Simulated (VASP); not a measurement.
# CuI in VASP: single point with PBE

Aim: the single point of CuI with PBE.

All numbers are computed with VASP 6.6.1; they aren't measurements. Logs are shortened: lines on timing, memory, paths and dates and some standing lists are left out, and cuts for length are marked.

## 1. The cell of the first run

The typed cell holds 2 atoms: a = 4.299 Å, b = 4.298 Å, c = 4.299 Å, α = 60.00°, β = 59.99°, γ = 60.00°.

## 2. Single point, PBE (cell sheared at random, sigma 0.1, atoms nudged by 0.01 Å, then relaxed in part)

INCAR reads:

```
PREC = Accurate ; ENCUT = 520
EDIFF = 1E-6 ; ISMEAR = 0
SIGMA = 0.05 ; LREAL = F
LASPH = T ; NELM = 100
ALGO = Normal ; ISIF = 2
LWAVE = F ; LCHARG = T
GGA = PE ; LELF = T
LVHAR = T ; NBANDS = 16
```

KPOINTS reads:

```
Automatic mesh
0
Gamma
  8 8 8
```

POSCAR reads:

```
CuI
1.0
    0.0000144929      3.0398025548      3.0393260108
    3.0394349701      0.0000373494      3.0392995764
    3.0394362380      3.0397815934      0.0000426966
Cu I
1 1
Direct
    0.7499995960      0.7499999200      0.7500017569
    0.0000004040      0.0000000800     -0.0000017569
```

Potentials or basis: VASP PAW PBE potentials, release 64 (Cu, I).

The run is started by

```sh
cat potpaw_PBE.64/Cu/POTCAR potpaw_PBE.64/I/POTCAR > POTCAR
mpirun -np 1 vasp_std > vasp.out
```

OUTCAR:

```text
PREC = Accurate
   ENCUT = 520
   EDIFF = 1E-6
   ISMEAR = 0
   LREAL = F
   LASPH = T
   NELM = 100
   ISIF = 2
   GGA = PE

 ion  position               nearest neighbor table
   1  0.750  0.750  0.750-   2 2.63   2 2.63   2 2.63   2 2.63
   2  0.000  0.000  1.000-   1 2.63   1 2.63   1 2.63   1 2.63

  LATTYP: Found a base centered monoclinic cell.
 ALAT       =     6.0785828909
 B/A-ratio  =     1.0000450474
 C/A-ratio  =     0.7071554355
 COS(beta)  =    -0.7070433052

  Lattice vectors:

 A1 = (  -3.0394217451,   0.0000209614,   3.0392833142)
 A2 = (   3.0394349701,   0.0000373494,   3.0392995764)
 A3 = (   0.0000012679,   3.0397442440,  -3.0392568798)

Analysis of symmetry for initial positions (statically):
=====================================================================
 Subroutine PRICEL returns:
 Original cell was already a primitive cell.

 Routine SETGRP: Setting up the symmetry group for a
 base centered monoclinic supercell.

 Subroutine GETGRP returns: Found  2 space group operations
 (whereof  2 operations were pure point group operations)
 out of a pool of  4 trial point group operations.

The static configuration has the point symmetry C_2 .

Analysis of symmetry for dynamics (positions and initial velocities):
=====================================================================
 Subroutine PRICEL returns:
 Original cell was already a primitive cell.

 Routine SETGRP: Setting up the symmetry group for a
 base centered monoclinic supercell.

 Subroutine GETGRP returns: Found  2 space group operations
 (whereof  2 operations were pure point group operations)
 out of a pool of  4 trial point group operations.

The dynamic configuration has the point symmetry C_2 .

 Subroutine INISYM returns: Found  2 space group operations
 (whereof  2 operations are pure point group operations),
 and found     1 'primitive' translations

----------------------------------------------------------------------------------------

                                     Primitive cell

  volume of cell :      56.1611

  direct lattice vectors                    reciprocal lattice vectors
     0.000014493  3.039802555  3.039326011    -0.164505501  0.164484501  0.164510808
     3.039434970  0.000037349  3.039299576     0.164504621 -0.164488242  0.164513248
     3.039436238  3.039781593  0.000042697     0.164504614  0.164487389 -0.164513964

  length of vectors
     4.298593046  4.298314420  4.298656160     0.284922826  0.284925887  0.284925804

  position of ions in fractional coordinates (direct lattice)
     0.749999596  0.749999920  0.750001757
     0.000000404  0.000000080  0.999998243

  ion indices of the primitive-cell ions
   primitive index   ion index
                 1           1
                 2           2

----------------------------------------------------------------------------------------

 KPOINTS: Automatic mesh

Automatic generation of k-mesh.
 Grid dimensions read from file:
 generate k-points for:    8    8    8

 Generating k-lattice:

  Cartesian coordinates                     Fractional coordinates (reciprocal lattice)
    -0.020563188  0.020560563  0.020563851     0.125000000 -0.000000000 -0.000000000
     0.020563078 -0.020561030  0.020564156     0.000000000  0.125000000 -0.000000000
     0.020563077  0.020560924 -0.020564246     0.000000000 -0.000000000  0.125000000

  Length of vectors
     0.035615353  0.035615736  0.035615725

  Shift w.r.t. Gamma in fractional coordinates (k-lattice)
     0.000000000  0.000000000  0.000000000

 Subroutine IBZKPT returns following result:
 ===========================================

 Found    150 irreducible k-points:

 Following reciprocal coordinates:
            Coordinates               Weight
  0.000000  0.000000  0.000000      1.000000
  0.125000  0.000000  0.000000      4.000000
  0.250000  0.000000  0.000000      4.000000
  0.375000  0.000000 -0.000000      4.000000
  0.500000  0.000000  0.000000      2.000000
  0.000000  0.125000  0.000000      4.000000
[... 16 lines left out ...]
  0.125000  0.375000  0.000000      4.000000
  0.250000  0.375000  0.000000      4.000000
 [... further k-points ...]
   k-points           NKPTS =    150   k-points in BZ     NKDIM =    150   number of bands    NBANDS=     16
   number of dos      NEDOS =    301   number of ions     NIONS =      2
   total plane-waves  NPLWV =  32768
   dimension x,y,z NGX =    32 NGY =   32 NGZ =   32
   dimension x,y,z NGXF=    64 NGYF=   64 NGZF=   64
   ions per type =               1   1
   NGX,Y,Z   is equivalent  to a cutoff of  12.38, 12.38, 12.38 a.u.
   NGXF,Y,Z  is equivalent  to a cutoff of  24.75, 24.75, 24.75 a.u.
 SYSTEM =  unknown system
   PREC   = accura    normal or accurate (medium, high low for compatibility)
   ISTART =      0    job   : 0-new  1-cont  2-samecut
   ICHARG =      2    charge: 1-file 2-atom 10-const
   ISPIN  =      1    spin polarized calculation?
   LNONCOLLINEAR =      F non collinear calculations
   LSORBIT =      F    spin-orbit coupling
   LASPH  =      T    aspherical Exc in radial PAW
   ENCUT  =  520.0 eV  38.22 Ry    6.18 a.u.   7.99  7.99  7.99*2*pi/ulx,y,z
   NELM   =    100;   NELMIN=  2; NELMDL= -5     # of ELM steps
   EDIFF  = 0.1E-05   stopping-criterion for ELM
   LREAL  =      F    real-space projection
   EDIFFG = 0.1E-04   stopping-criterion for IOM
   NSW    =      0    number of steps for IOM
   IBRION =     -1    ionic relax: 0-MD 1-quasi-New 2-CG
   NFREE  =      0    steps in history (QN), initial steepest desc. (CG)
   ISIF   =      2    stress and relaxation
   ISYM   =      2    0-nonsym 1-usesym 2-fastsym
   POTIM  = 0.5000    time-step for ionic-motion
   TEBEG  =    0.0;   TEEND  =   0.0 temperature during run
   PSTRESS=    0.0 pullay stress
   NELECT =      18.0000    total number of electrons
   NUPDOWN=      -1.0000    fix difference up-down
   EMIN   =  10.00;   EMAX   =-10.00  energy-range for DOS
   EFERMI =   0.00;   METHOD = LEGACY
   ISMEAR =     0;   SIGMA  =   0.05  broadening in eV -4-tet -1-fermi 0-gaus
   EFERMI_NEDOS =   21; number of points for ismear=-14 and -15
   IALGO  =     38    algorithm
   IMIX   =      4    mixing-type and parameters
     AMIX     =   0.40;   BMIX     =  1.00
     AMIX_MAG =   1.60;   BMIX_MAG =  1.00
  volume/ion in A,a.u.               =      28.08       189.50
  Fermi-wavevector in a.u.,A,eV,Ry     =   1.120350  2.117155 17.077827  1.255185
  Thomas-Fermi vector in A             =   2.256996
   LORBIT       =      0    0 simple, 1 ext, 2 COOP (PROOUT), +10 PAW based schemes
   GGA     = PE    functional components
   LHFCALC =     F    Hartree Fock is set to
   AEXX    =    0.0000 exact exchange contribution
   IVDW    =     0    specifies the selected vdW correction
   LEPSILON=     F    determine dielectric tensor
   LRPA    =     F    only Hartree local field effects (RPA)
 non-spin polarized calculation
 Gauss-broadening in eV      SIGMA  =   0.05
  energy-cutoff  :      520.00
  volume of cell :       56.16
 maximum number of plane-waves:      1540
   NGX = 15   NGY = 15   NGZ = 15

 number of electron      18.0000013 magnetization

 Free energy of the ion-electron system (eV)
  ---------------------------------------------------
  ext. energy  EPLUGINS =         0.00000000
  ---------------------------------------------------
  free energy    TOTEN  =        -5.56259153 eV

  energy without entropy =       -5.56259153  energy(sigma->0) =       -5.56259153

 E-fermi :   4.5548     XC(G=0):  -8.9011

 val. band max:        4.3435541712   @ k =   0.0000   0.0000   0.0000
 cond. band min:       5.4673314874   @ k =   0.0000   0.0000   0.0000
 fundamental gap:      1.1237773162
 Fermi energy:         4.5547572156

 k-point     1 :       0.0000    0.0000    0.0000
  band No.  band energies     occupation
      1      -9.6229      2.00000
      2       0.7410      2.00000
      3       0.7412      2.00000
      4       0.7412      2.00000
      5       2.5233      2.00000
      6       2.5234      2.00000
[... 8 lines left out ...]
     15      13.9076      0.00000
     16      13.9096      0.00000

 k-point     2 :       0.1250    0.0000    0.0000
  band No.  band energies     occupation
      1      -9.5519      2.00000
      2       0.4461      2.00000
      3       0.7464      2.00000
      4       0.7466      2.00000
      5       2.5173      2.00000
      6       2.5174      2.00000
[... 8 lines left out ...]
     15      13.2611      0.00000
     16      13.2659      0.00000

 k-point     3 :       0.2500    0.0000    0.0000
  band No.  band energies     occupation
      1      -9.3701      2.00000
      2      -0.2501      2.00000
      3       0.7564      2.00000
      4       0.7566      2.00000
      5       2.5145      2.00000
      6       2.5146      2.00000
[... 8 lines left out ...]
     15      13.0601      0.00000
     16      13.2648      0.00000

 k-point     4 :       0.3750    0.0000   -0.0000
  band No.  band energies     occupation
      1      -9.1712      2.00000
      2      -0.9179      2.00000
      3       0.7615      2.00000
      4       0.7619      2.00000
      5       2.5338      2.00000
      6       2.5338      2.00000
[... 8 lines left out ...]
     15      13.9663      0.00000
     16      13.9668      0.00000
[... 324 lines left out ...]
 k-point    22 :       0.0000    0.3750    0.0000
  band No.  band energies     occupation
      1      -9.1711      2.00000
      2      -0.9179      2.00000
      3       0.7615      2.00000
      4       0.7619      2.00000
      5       2.5338      2.00000
      6       2.5338      2.00000
[... 8 lines left out ...]
     15      13.9664      0.00000
     16      13.9667      0.00000

 k-point    23 :       0.1250    0.3750    0.0000
  band No.  band energies     occupation
      1      -9.1871      2.00000
      2      -0.7044      2.00000
      3       0.6419      2.00000
      4       0.7233      2.00000
      5       2.4840      2.00000
      6       2.5565      2.00000
[... 8 lines left out ...]
     15      14.1303      0.00000
     16      14.5477      0.00000

 k-point    24 :       0.2500    0.3750    0.0000
  band No.  band energies     occupation
      1      -9.1257      2.00000
      2      -0.6806      2.00000
      3       0.5663      2.00000
      4       0.6759      2.00000
      5       2.4288      2.00000
      6       2.5782      2.00000
[... 8 lines left out ...]
     15      15.0150      0.00000
     16      16.1977      0.00000

 [... further k-points ...]

------------------------ aborting loop because EDIFF is reached ----------------------------------------

  FORCE on cell =-STRESS in cart. coord.  units (eV):
  Direction    XX          YY          ZZ          XY          YZ          ZX
  --------------------------------------------------------------------------------------
  -------------------------------------------------------------------------------------
  Total        0.1292246      0.1285474      0.1294957      0.0000007     -0.0001635      0.0000006
  in kB        3.6865508      3.6672319      3.6942844      0.0000194     -0.0046656      0.0000179
  external PRESSURE =       3.6826890 kB  Pullay stress =       0.0000000 kB

 VOLUME and BASIS-vectors are now :
 -----------------------------------------------------------------------------
  energy-cutoff  :      520.00
  volume of cell :       56.16
      direct lattice vectors                 reciprocal lattice vectors
     0.000014493  3.039802555  3.039326011    -0.164505501  0.164484501  0.164510808
     3.039434970  0.000037349  3.039299576     0.164504621 -0.164488242  0.164513248
     3.039436238  3.039781593  0.000042697     0.164504614  0.164487389 -0.164513964

 POSITION                                       TOTAL-FORCE (eV/Angst)
 -----------------------------------------------------------------------------------
      4.55917      4.55972      4.55900         0.000010      0.000000      0.000000
      3.03943      3.03978      0.00004        -0.000010     -0.000000     -0.000000
 -----------------------------------------------------------------------------------
    total drift:                                0.000046      0.001320      0.000275

  FREE ENERGIE OF THE ION-ELECTRON SYSTEM (eV)
  ---------------------------------------------------
  free  energy   TOTEN  =        -5.5625915312 eV

  energy  without entropy=       -5.5625915312  energy(sigma->0) =       -5.56259153
```

Run time: 2.2 min. Hardware: 1 thread of AMD EPYC 7R43 (Zen 3), shared host; peak memory 0.25 GiB.

Results:

* Free energy: -5.5626 eV
* Pressure: 0.4 GPa
* Band gap on the k mesh: 1.12 eV, direct

Caveat: the cell differs from its parent crystal (cell sheared at random, sigma 0.1, atoms nudged by 0.01 Å, then relaxed in part); spin-orbit coupling is left out, which moves the levels of the heavy elements.
